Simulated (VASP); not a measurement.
# GaN in VASP: single point with LDA

Aim: the single point of GaN with LDA.

Everything below comes from runs of VASP 6.6.1. Logs are shortened: lines on timing, memory, paths and dates and some standing lists are left out, and cuts for length are marked.

### Step 1. The cell of the first run

The cell holds a sheet with vacuum, 2 atoms: a = 3.154 Å, b = 3.154 Å, c = 23.800 Å, α = 90.00°, β = 90.00°, γ = 120.00°.

### Step 2. Single point, LDA

INCAR reads:

```
SYSTEM = GaN
PREC = Accurate
ENCUT = 520
EDIFF = 1E-6
ISMEAR = 0
SIGMA = 0.03
LREAL = .False.
LASPH = .True.
NELM = 120
ALGO = Normal
ISIF = 2
LWAVE = .False.
LCHARG = .False.
LDIPOL = .True.
IDIPOL = 3
DIPOL = 0.5 0.5 0.294
NBANDS = 16
GGA_COMPAT = .False.
NELMDL = -8
```

KPOINTS reads:

```
Automatic mesh
0
Gamma
  12 12 1
  0 0 0
```

POSCAR reads:

```
GaN
1.0
    3.1537363745      0.0000000000      0.0000000000
   -1.5768681872      2.7312158171      0.0000000000
    0.0000000000      0.0000000000     23.8000000000
Ga N
1 1
Direct
    0.3333333333      0.6666666667      0.2941176471
    0.6666666667      0.3333333333      0.2941176471
```

Potentials or basis: VASP PAW LDA potentials, release 64 (Ga_d, N).

Started as:

```console
> cat potpaw_LDA.64/Ga_d/POTCAR potpaw_LDA.64/N/POTCAR > POTCAR
> mpirun -np 1 vasp_std > vasp.out
```

OUTCAR:

```text
SYSTEM = GaN
   PREC = Accurate
   ENCUT = 520
   EDIFF = 1E-6
   ISMEAR = 0
   LREAL = .False.
   LASPH = .True.
   NELM = 120
   ISIF = 2
   NELMDL = -8

 ion  position               nearest neighbor table
   1  0.333  0.667  0.294-   2 1.82   2 1.82   2 1.82
   2  0.667  0.333  0.294-   1 1.82   1 1.82   1 1.82

  LATTYP: Found a hexagonal cell.
 ALAT       =     3.1537363745
 C/A-ratio  =     7.5466041463

  Lattice vectors:

 A1 = (   3.1537363745,   0.0000000000,   0.0000000000)
 A2 = (  -1.5768681872,   2.7312158171,   0.0000000000)
 A3 = (   0.0000000000,   0.0000000000,  23.8000000000)

Analysis of symmetry for initial positions (statically):
=====================================================================
 Subroutine PRICEL returns:
 Original cell was already a primitive cell.

 Routine SETGRP: Setting up the symmetry group for a
 hexagonal supercell.

 Subroutine GETGRP returns: Found 12 space group operations
 (whereof  6 operations were pure point group operations)
 out of a pool of 24 trial point group operations.

The static configuration has the point symmetry C_3v.
 The point group associated with its full space group is D_3h.

Analysis of symmetry for dynamics (positions and initial velocities):
=====================================================================
 Subroutine PRICEL returns:
 Original cell was already a primitive cell.

 Routine SETGRP: Setting up the symmetry group for a
 hexagonal supercell.

 Subroutine GETGRP returns: Found 12 space group operations
 (whereof  6 operations were pure point group operations)
 out of a pool of 24 trial point group operations.

The dynamic configuration has the point symmetry C_3v.
 The point group associated with its full space group is D_3h.

 Subroutine INISYM returns: Found 12 space group operations
 (whereof  6 operations are pure point group operations),
 and found     1 'primitive' translations

----------------------------------------------------------------------------------------

                                     Primitive cell

  volume of cell :     205.0021

  direct lattice vectors                    reciprocal lattice vectors
     3.153736375  0.000000000  0.000000000     0.317084208  0.183068653  0.000000000
    -1.576868187  2.731215817  0.000000000     0.000000000  0.366137305  0.000000000
     0.000000000  0.000000000 23.800000000     0.000000000  0.000000000  0.042016807
[... 83 lines left out ...]
   NFREE  =      0    steps in history (QN), initial steepest desc. (CG)
   ISIF   =      2    stress and relaxation
   ISYM   =      2    0-nonsym 1-usesym 2-fastsym
   POTIM  = 0.5000    time-step for ionic-motion
   TEBEG  =    0.0;   TEEND  =   0.0 temperature during run
   PSTRESS=    0.0 pullay stress
   NELECT =      18.0000    total number of electrons
   NUPDOWN=      -1.0000    fix difference up-down
   EMIN   =  10.00;   EMAX   =-10.00  energy-range for DOS
   EFERMI =   0.00;   METHOD = LEGACY
   ISMEAR =     0;   SIGMA  =   0.03  broadening in eV -4-tet -1-fermi 0-gaus
   EFERMI_NEDOS =   21; number of points for ismear=-14 and -15
   IALGO  =     38    algorithm
   IMIX   =      4    mixing-type and parameters
     AMIX     =   0.40;   BMIX     =  1.00
     AMIX_MAG =   1.60;   BMIX_MAG =  1.00
  volume/ion in A,a.u.               =     102.50       691.71
  Fermi-wavevector in a.u.,A,eV,Ry     =   0.727634  1.375029  7.203618  0.529451
  Thomas-Fermi vector in A             =   1.818906
   LORBIT       =      0    0 simple, 1 ext, 2 COOP (PROOUT), +10 PAW based schemes
   GGA     = CA    functional components
   LHFCALC =     F    Hartree Fock is set to
   AEXX    =    0.0000 exact exchange contribution
   IVDW    =     0    specifies the selected vdW correction
   LEPSILON=     F    determine dielectric tensor
   LRPA    =     F    only Hartree local field effects (RPA)
 non-spin polarized calculation
 Gauss-broadening in eV      SIGMA  =   0.03
  energy-cutoff  :      520.00
  volume of cell :      205.00
 maximum number of plane-waves:      5564
 NGX is ok and might be reduce to    24
   NGX = 11   NGY = 11   NGZ = 89

 dipolmoment           0.000000      0.000000     -0.000025 electrons x Angstroem

 number of electron      18.0000005 magnetization

 dipolmoment           0.000000      0.000000      0.000003 electrons x Angstroem

 Free energy of the ion-electron system (eV)
  ---------------------------------------------------
  ext. energy  EPLUGINS =         0.00000000
  ---------------------------------------------------
  free energy    TOTEN  =       -12.94335490 eV

  energy without entropy =      -12.94335490  energy(sigma->0) =      -12.94335490

 E-fermi :  -4.3187     XC(G=0):  -1.9367

 val. band max:       -4.4840900917   @ k =   0.3333   0.3333   0.0000
 cond. band min:      -2.0179121882   @ k =   0.0000   0.0000   0.0000
 fundamental gap:      2.4661779036
 Fermi energy:        -4.3186926716

 k-point     1 :       0.0000    0.0000    0.0000
  band No.  band energies     occupation
      1     -19.9032      2.00000
      2     -17.9419      2.00000
      3     -17.9419      2.00000
      4     -17.6086      2.00000
      5     -17.6086      2.00000
      6     -16.8854      2.00000
[... 338 lines left out ...]
      3     -17.7324      2.00000
      4     -17.6712      2.00000
      5     -17.5900      2.00000
      6     -15.1786      2.00000
[... 8 lines left out ...]
     15       7.1167      0.00000
     16       7.6090      0.00000

------------------------ aborting loop because EDIFF is reached ----------------------------------------

 vacuum level on the upper side and lower side of the slab       (xc-potential included)        -0.008        -0.008

  FORCE on cell =-STRESS in cart. coord.  units (eV):
  Direction    XX          YY          ZZ          XY          YZ          ZX
  --------------------------------------------------------------------------------------
  -------------------------------------------------------------------------------------
  Total        0.2370404      0.2370404     -0.0143597      0.0000000      0.0000000      0.0000000
  in kB        1.8525702      1.8525702     -0.1122272      0.0000000      0.0000000      0.0000000
  external PRESSURE =       1.1976377 kB  Pullay stress =       0.0000000 kB

 VOLUME and BASIS-vectors are now :
 -----------------------------------------------------------------------------
  energy-cutoff  :      520.00
  volume of cell :      205.00
      direct lattice vectors                 reciprocal lattice vectors
     3.153736375  0.000000000  0.000000000     0.317084208  0.183068653  0.000000000
    -1.576868187  2.731215817  0.000000000     0.000000000  0.366137305  0.000000000
     0.000000000  0.000000000 23.800000000     0.000000000  0.000000000  0.042016807

 POSITION                                       TOTAL-FORCE (eV/Angst)
 -----------------------------------------------------------------------------------
     -0.00000      1.82081      7.00000        -0.000000      0.000000     -0.000000
      1.57687      0.91041      7.00000         0.000000     -0.000000      0.000000
 -----------------------------------------------------------------------------------
    total drift:                                0.000006     -0.000003      0.000100

  FREE ENERGIE OF THE ION-ELECTRON SYSTEM (eV)
  ---------------------------------------------------
  free  energy   TOTEN  =       -12.9433548981 eV

  energy  without entropy=      -12.9433548981  energy(sigma->0) =      -12.94335490

 vacuum level on the upper side and lower side of the slab         1.139         1.139
```

stdout:

```text
POSCAR found type information on POSCAR GaN
 POSCAR found :  2 types and       2 ions
 scaLAPACK will be used
 LDA part: xc-table for (Slater(with rela. corr.)+CA(PZ))
 , standard interpolation
 POSCAR, INCAR and KPOINTS ok, starting setup
 FFT: planning ... GRIDC
 FFT: planning ... GRID_SOFT
 FFT: planning ... GRID
 WAVECAR not read
 entering main loop
```

Wall time 3.5 min (1 thread of Intel Xeon 8259CL, shared host); peak memory 0.27 GiB.

Results:

* Free energy: -12.9434 eV
* Band gap on the k mesh: 2.47 eV (least direct gap 2.68 eV)

Levels at points of the mesh, in eV from the valence-band top:
| k point | band 5 | band 6 | band 7 | band 8 | band 9 | band 10 | band 11 | band 12 | band 13 | band 14 |
| --- | --- | --- | --- | --- | --- | --- | --- | --- | --- | --- |
| (0.00, 0.00, 0.00) | -13.12 | -12.40 | -2.80 | -0.21 | -0.21 | 2.47 | 5.03 | 5.49 | 5.86 | 6.10 |
| (0.50, 0.00, 0.00) | -13.10 | -11.12 | -6.30 | -2.15 | -0.37 | 4.75 | 5.51 | 8.43 | 9.54 | 9.89 |
